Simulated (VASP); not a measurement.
# Si (a cell with a defect) in VASP: further runs, part 2 of 2

VASP 6.6.1. The steps go on from the part before.

### Step 3. Single point, PBE

File INCAR:

```
ALGO = Normal
EDIFF = 1E-6
ENCUT = 520
GGA = PE
ISIF = 2
ISMEAR = -1
LASPH = True
LCHARG = False
LREAL = Auto
LWAVE = False
NBANDS = 48
NELM = 60
PREC = Accurate
SIGMA = 0.02
```

File KPOINTS:

```
k-points
0
Gamma
  2 2 2
```

File POSCAR:

```
Si
1.0
    0.0000000000      5.4300000000      5.4300000000
    5.4300000000      0.0000000000      5.4300000000
    5.4300000000      5.4300000000      0.0000000000
Si
17
Direct
    0.1429097606     -0.0064640884     -0.0538489871
    0.0396961326      0.2342449355      0.1636003683
   -0.0753314917      0.0247237569      0.5131399632
   -0.2522559853      0.1540607735      0.9177624309
   -0.2023941068      0.5625966851      0.0468324125
    0.0891436464      0.2633793738      0.5919797422
   -0.0187108656      0.7347697974      0.3330018416
    0.0356445672      0.6452394107      0.6769521179
    0.4521086556     -0.0387937385      0.0805616943
    0.6111694291      0.0345027624      0.2808931860
    0.3952854512     -0.0341988950      0.6173480663
    0.5519797422      0.2035267035      0.5667863720
    0.5015193370      0.4859944751      0.1596777164
    0.6940883978      0.6952302026      0.3218047882
    0.4225506446      0.5310957643      0.6116666667
    0.5802946593      0.5553406998      0.7817863720
    1.2151933702      0.4007550645      0.1728545120
```

Potentials or basis: VASP PAW PBE potentials, release 64 (Si).

On the command line:

```console
$ cat potpaw_PBE.64/Si/POTCAR > POTCAR
$ mpirun -np 1 vasp_std > vasp.out
```

OUTCAR:

```text
EDIFF = 1E-6
   ENCUT = 520
   GGA = PE
   ISIF = 2
   ISMEAR = -1
   LASPH = True
   LREAL = Auto
   NELM = 60
   PREC = Accurate

 ion  position               nearest neighbor table
   1  0.143  0.994  0.946-  11 2.33   6 2.55   2 2.67   7 2.68   4 2.73   9 2.89
   2  0.040  0.234  0.164-   3 2.30   5 2.31  17 2.32   1 2.67   9 2.74
   3  0.925  0.025  0.513-   2 2.30  12 2.39   8 2.39   7 2.93   6 3.08
   4  0.748  0.154  0.918-  10 2.28  16 2.53   6 2.72   1 2.73   9 2.75
   5  0.798  0.563  0.047-  13 2.26   2 2.31  14 2.41   8 2.44   9 2.91
   6  0.089  0.263  0.592-  11 2.33   1 2.55  17 2.63   4 2.72   7 3.03   3 3.08   8 3.10
   7  0.981  0.735  0.333-  14 2.42   8 2.57   1 2.68  10 2.69  17 2.77   3 2.93   6 3.03
   8  0.036  0.645  0.677-   3 2.39   5 2.44  15 2.49   7 2.57   6 3.10
   9  0.452  0.961  0.081-  14 2.63   2 2.74   4 2.75  10 2.76   1 2.89   5 2.91
  10  0.611  0.035  0.281-  11 2.22  14 2.24   4 2.28   7 2.69   9 2.76  12 2.82  13 2.87  17 3.08

  11  0.395  0.966  0.617-  10 2.22   1 2.33   6 2.33  12 2.44  16 2.62  14 3.08
  12  0.552  0.204  0.567-  15 2.34   3 2.39  11 2.44  10 2.82  13 2.87
  13  0.502  0.486  0.160-   5 2.26  16 2.47  17 2.53  12 2.87  10 2.87
  14  0.694  0.695  0.322-  10 2.24   5 2.41   7 2.42  15 2.46   9 2.63  16 2.91  11 3.08
  15  0.423  0.531  0.612-  16 2.29  12 2.34  14 2.46   8 2.49
  16  0.580  0.555  0.782-  15 2.29  13 2.47   4 2.53  11 2.62  14 2.91  17 3.10
  17  0.215  0.401  0.173-   2 2.32  13 2.53   6 2.63   7 2.77  10 3.08  16 3.10

  LATTYP: Found a face centered cubic cell.
 ALAT       =    10.8600000000

  Lattice vectors:

 A1 = (   0.0000000000,   5.4300000000,   5.4300000000)
 A2 = (   5.4300000000,   0.0000000000,   5.4300000000)
 A3 = (   5.4300000000,   5.4300000000,   0.0000000000)

Analysis of symmetry for initial positions (statically):
=====================================================================
 Subroutine PRICEL returns:
 Original cell was already a primitive cell.

 Routine SETGRP: Setting up the symmetry group for a
 face centered cubic supercell.

 Subroutine GETGRP returns: Found  1 space group operations
 (whereof  1 operations were pure point group operations)
 out of a pool of 48 trial point group operations.

The static configuration has the point symmetry C_1 .

Analysis of symmetry for dynamics (positions and initial velocities):
=====================================================================
 Subroutine PRICEL returns:
 Original cell was already a primitive cell.

 Routine SETGRP: Setting up the symmetry group for a
 face centered cubic supercell.

 Subroutine GETGRP returns: Found  1 space group operations
 (whereof  1 operations were pure point group operations)
 out of a pool of 48 trial point group operations.

The dynamic configuration has the point symmetry C_1 .

 Subroutine INISYM returns: Found  1 space group operations
 (whereof  1 operations are pure point group operations),
 and found     1 'primitive' translations

----------------------------------------------------------------------------------------

                                     Primitive cell

  volume of cell :     320.2060

  direct lattice vectors                    reciprocal lattice vectors
     0.000000000  5.430000000  5.430000000    -0.092081031  0.092081031  0.092081031
     5.430000000  0.000000000  5.430000000     0.092081031 -0.092081031  0.092081031
[... 78 lines left out ...]
  0.000000  0.500000  0.500000      1.000000
  0.500000  0.000000  0.500000      1.000000
   k-points           NKPTS =      8   k-points in BZ     NKDIM =      8   number of bands    NBANDS=     48
   number of dos      NEDOS =    301   number of ions     NIONS =     17
   total plane-waves  NPLWV = 216000
   dimension x,y,z NGX =    60 NGY =   60 NGZ =   60
   dimension x,y,z NGXF=   120 NGYF=  120 NGZF=  120
   ions per type =              17
   NGX,Y,Z   is equivalent  to a cutoff of  12.99, 12.99, 12.99 a.u.
   NGXF,Y,Z  is equivalent  to a cutoff of  25.98, 25.98, 25.98 a.u.
 SYSTEM =  unknown system
   PREC   = accura    normal or accurate (medium, high low for compatibility)
   ISTART =      0    job   : 0-new  1-cont  2-samecut
   ICHARG =      2    charge: 1-file 2-atom 10-const
   ISPIN  =      1    spin polarized calculation?
   LNONCOLLINEAR =      F non collinear calculations
   LSORBIT =      F    spin-orbit coupling
   LASPH  =      T    aspherical Exc in radial PAW
   ENCUT  =  520.0 eV  38.22 Ry    6.18 a.u.  14.28 14.28 14.28*2*pi/ulx,y,z
   NELM   =     60;   NELMIN=  2; NELMDL= -5     # of ELM steps
   EDIFF  = 0.1E-05   stopping-criterion for ELM
   LREAL  =      T    real-space projection
   EDIFFG = 0.1E-04   stopping-criterion for IOM
   NSW    =      0    number of steps for IOM
   IBRION =     -1    ionic relax: 0-MD 1-quasi-New 2-CG
   NFREE  =      0    steps in history (QN), initial steepest desc. (CG)
   ISIF   =      2    stress and relaxation
   ISYM   =      2    0-nonsym 1-usesym 2-fastsym
   POTIM  = 0.5000    time-step for ionic-motion
   TEBEG  =    0.0;   TEEND  =   0.0 temperature during run
   PSTRESS=    0.0 pullay stress
   NELECT =      68.0000    total number of electrons
   NUPDOWN=      -1.0000    fix difference up-down
   EMIN   =  10.00;   EMAX   =-10.00  energy-range for DOS
   EFERMI =   0.00;   METHOD = LEGACY
   ISMEAR =    -1;   SIGMA  =   0.02  broadening in eV -4-tet -1-fermi 0-gaus
   EFERMI_NEDOS =   21; number of points for ismear=-14 and -15
   IALGO  =     38    algorithm
   IMIX   =      4    mixing-type and parameters
     AMIX     =   0.40;   BMIX     =  1.00
     AMIX_MAG =   1.60;   BMIX_MAG =  1.00
  volume/ion in A,a.u.               =      18.84       127.11
  Fermi-wavevector in a.u.,A,eV,Ry     =   0.976715  1.845724 12.979587  0.953973
  Thomas-Fermi vector in A             =   2.107356
   LORBIT       =      0    0 simple, 1 ext, 2 COOP (PROOUT), +10 PAW based schemes
   GGA     = PE    functional components
   LHFCALC =     F    Hartree Fock is set to
   AEXX    =    0.0000 exact exchange contribution
   IVDW    =     0    specifies the selected vdW correction
   LEPSILON=     F    determine dielectric tensor
   LRPA    =     F    only Hartree local field effects (RPA)
 non-spin polarized calculation
  energy-cutoff  :      520.00
  volume of cell :      320.21
 maximum number of plane-waves:      8646
 NGX is ok and might be reduce to    60
   NGX = 29   NGY = 29   NGZ = 29

 number of electron      67.9999999 magnetization

 Free energy of the ion-electron system (eV)
  ---------------------------------------------------
  ext. energy  EPLUGINS =         0.00000000
  ---------------------------------------------------
  free energy    TOTEN  =       -81.64126061 eV

  energy without entropy =      -81.63191562  energy(sigma->0) =      -81.63658812

 E-fermi :   6.6903     XC(G=0):  -9.8820

 val. band max:        6.6808392875   @ k =   0.5000   0.0000   0.5000
 cond. band min:       6.7005313016   @ k =   0.0000   0.5000   0.0000
 fundamental gap:      0.0196920141
 Fermi energy:         6.6903007860

 k-point     1 :       0.0000    0.0000    0.0000
  band No.  band energies     occupation
      1      -6.0609      2.00000
      2      -3.7507      2.00000
      3      -3.6009      2.00000
      4      -3.0629      2.00000
      5      -2.9043      2.00000
      6      -2.3884      2.00000
[... 381 lines left out ...]
     45       9.4697      0.00000
     46       9.9232      0.00000
 [bands above 46 left out]

------------------------ aborting loop because EDIFF is reached ----------------------------------------

  FORCE on cell =-STRESS in cart. coord.  units (eV):
  Direction    XX          YY          ZZ          XY          YZ          ZX
  --------------------------------------------------------------------------------------
  -------------------------------------------------------------------------------------
  Total       -1.5080549     -2.6566850     -0.7741416     -1.6264115     -0.5311672     -0.9249374
  in kB       -7.5456775    -13.2929437     -3.8734814     -8.1378850     -2.6577390     -4.6280009
  external PRESSURE =      -8.2373676 kB  Pullay stress =       0.0000000 kB

 VOLUME and BASIS-vectors are now :
 -----------------------------------------------------------------------------
  energy-cutoff  :      520.00
  volume of cell :      320.21
      direct lattice vectors                 reciprocal lattice vectors
     0.000000000  5.430000000  5.430000000    -0.092081031  0.092081031  0.092081031
     5.430000000  0.000000000  5.430000000     0.092081031 -0.092081031  0.092081031
     5.430000000  5.430000000  0.000000000     0.092081031  0.092081031 -0.092081031

 POSITION                                       TOTAL-FORCE (eV/Angst)
 -----------------------------------------------------------------------------------
     10.53250      5.91360      6.17090         1.796525      0.676897     -0.847176
      2.16030      1.10390      1.48750        -1.923313      0.242900     -0.414357
      2.92060      7.80730      5.15520         0.861418      0.080801     -0.027318
      5.82000      9.04370      4.89680        -0.690101     -0.871958      1.087510
      3.30920      4.58530      7.38590         0.019688      0.069492      0.964076
      4.64460      3.69850      1.91420        -0.005698     -1.318906     -0.389860
[... 9 lines left out ...]
      7.26060      7.39610      6.16650         0.318178      0.558338     -0.098491
      3.11470      2.10710      3.34460         0.808287      1.088194      0.792447
 -----------------------------------------------------------------------------------
    total drift:                               -0.004686      0.002210      0.004253

  FREE ENERGIE OF THE ION-ELECTRON SYSTEM (eV)
  ---------------------------------------------------
  free  energy   TOTEN  =       -81.6412606090 eV

  energy  without entropy=      -81.6319156236  energy(sigma->0) =      -81.63658812
```

Run time: 4.4 min. Hardware: 1 thread of Intel Xeon 8259CL, shared host; peak memory 0.47 GiB.

What came out:

```yaml
Free_energy: -81.6413 eV
Pressure: -0.8 GPa
Largest_force: 2.098 eV/Å
Band_gap_on_the_k_mesh: zero (bands 34 and 35 overlap by 0.02 eV)
```

Forces in eV/Å, atoms in the order of the input:
```
Si   1.797  0.677 -0.847
Si  -1.923  0.243 -0.414
Si   0.861  0.081 -0.027
Si  -0.690 -0.872  1.088
Si   0.020  0.069  0.964
Si  -0.006 -1.319 -0.390
Si  -0.547  0.125  0.373
Si  -0.311 -0.346  0.374
Si   0.127 -0.170  0.469
Si   0.742 -0.799  1.733
Si   0.335  1.419 -0.495
Si  -0.503  0.061 -0.174
Si   0.343 -0.129 -1.311
Si  -1.306  0.120 -1.554
Si  -0.065 -0.806 -0.482
Si   0.318  0.558 -0.098
Si   0.808  1.088  0.792
```

Stress tensor (GPa, compression positive):
```
-0.75 -0.81 -0.46
-0.81 -1.33 -0.27
-0.46 -0.27 -0.39
```

Caveat: the k points lie up to 0.50 Å⁻¹ apart; the atoms stand as in a frame of molecular dynamics.
